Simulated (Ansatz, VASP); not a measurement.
One calculation of Rh, two programs

The input INCAR:

```
SYSTEM = Rh
  PREC = Accurate
  ENCUT = 520
  EDIFF = 1E-6
  ISMEAR = 0
  SIGMA = 0.15
  LREAL = .False.
  LASPH = .True.
  NELM = 80
  ALGO = Fast
  ISIF = 2
  LWAVE = .False.
  LCHARG = .True.
  GGA = PS
  LELF = .True.
  LVHAR = .True.
  NBANDS = 22
```

Contents of KPOINTS:

```
regular mesh
0
Gamma
  24 24 12
  0 0 0
```

POSCAR

```
Rh
1.0
    2.7683943634      0.0000000000      0.0000000000
   -1.3841971817      2.3974998464      0.0000000000
    0.0000000000      0.0000000000      4.3095943413
Rh
2
Direct
    0.6666666667      0.3333333333      0.7500000000
    0.3333333333      0.6666666667      0.2500000000
```

Input for Ansatz:

```yaml
crystal:
  lattice:
    - [2.7683943634, 0.0, 0.0]
    - [-1.3841971817, 2.3974998464, 0.0]
    - [0.0, 0.0, 4.3095943413]
  atoms:
    - { symbol: Rh, position: [0.6666666667, 0.3333333333, 0.75] }
    - { symbol: Rh, position: [0.3333333333, 0.6666666667, 0.25] }
basis:
  ecutwfc: 420
kpoints:
  mp_grid: { grid: [24, 24, 12] }
hamiltonian:
  xc: pbesol
scf:
  occupations: { method: gaussian, width: 0.15 }
output:
  forces: true
  stress: true
  eigenvalues: true
```

Alike in both runs: task single point; functional PBEsol; k mesh 24 × 24 × 12; occupations gaussian, width 0.15 eV; no spin polarisation.

|  | VASP | Ansatz |
| --- | --- | --- |
| version | VASP 6.6.1 | Ansatz 0.2.0 |
| potentials or method | VASP PAW PBE potentials, release 64 (Rh_pv), cutoff 520 eV | scalar-relativistic, plane waves, PAW |
| valence electrons in the cell | 30 | 34 |

```tsv
	VASP	Ansatz	Ansatz less VASP
gap on the k mesh at the Fermi level (eV)	none	none	-
pressure (GPa)	-13.2	-13.1	+0.09
traceless stress, the component that is largest in VASP (GPa)	5.17	5.16	-0.012
```

VASP's potentials were made for PBE, not for PBEsol. A gap of «none» marks a metal or a gap that the smearing closes. VASP's potentials hold 30 valence electrons a cell and Ansatz's 34, so a difference there can come from the potentials and not from the codes.
